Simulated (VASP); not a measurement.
A run of VASP 6.6.1 is set up as follows.

File INCAR:

```
SYSTEM = C
PREC = Accurate
ENCUT = 520
EDIFF = 1E-6
ISMEAR = 0
SIGMA = 0.02
LREAL = .False.
LASPH = .True.
NELM = 100
ALGO = Normal
ISIF = 2
LWAVE = .False.
LCHARG = .False.
GGA = PS
NBANDS = 11
```

The input KPOINTS:

```
Automatic mesh
0
Gamma
  14 14 14
  0 0 0
```

File POSCAR:

```
C
1.0
    0.0520317600      2.0691837600      3.4669735200
    1.3053529200     -0.0243299200      3.5015149600
    1.2414099600      2.0866368800      0.0079964800
C
2
Direct
    0.1870714338      0.8082481600      0.1001801788
    0.8129285662      0.1917518400      0.8998198212
```

Potentials or basis: VASP PAW PBE potentials, release 64 (C).

The run is started by

```sh
$ cat potpaw_PBE.64/C/POTCAR > POTCAR
$ mpirun -np 1 vasp_std > vasp.out
```

Question: Predict the band gap on the k mesh.

Answer: Zero (bands 4 and 5 overlap by 3.01 eV).

Question: Estimate the largest force.

Answer: 10.749 eV/Å.

Question: What does it give for the pressure?

Answer: 34.1 GPa.

Forces in eV/Å, atoms in the order of the input:
```
C    4.266  9.863  0.240
C   -4.266 -9.863 -0.240
```

Caveat: the cell differs from its parent crystal (atoms moved at random and the cell strained at random); the cell stands under pressure; this functional lacks dispersion, which binds the layers, so the pressure and a relaxed spacing across them are unreliable; the PAW data sets were made with another functional, which shifts forces and pressure a little.
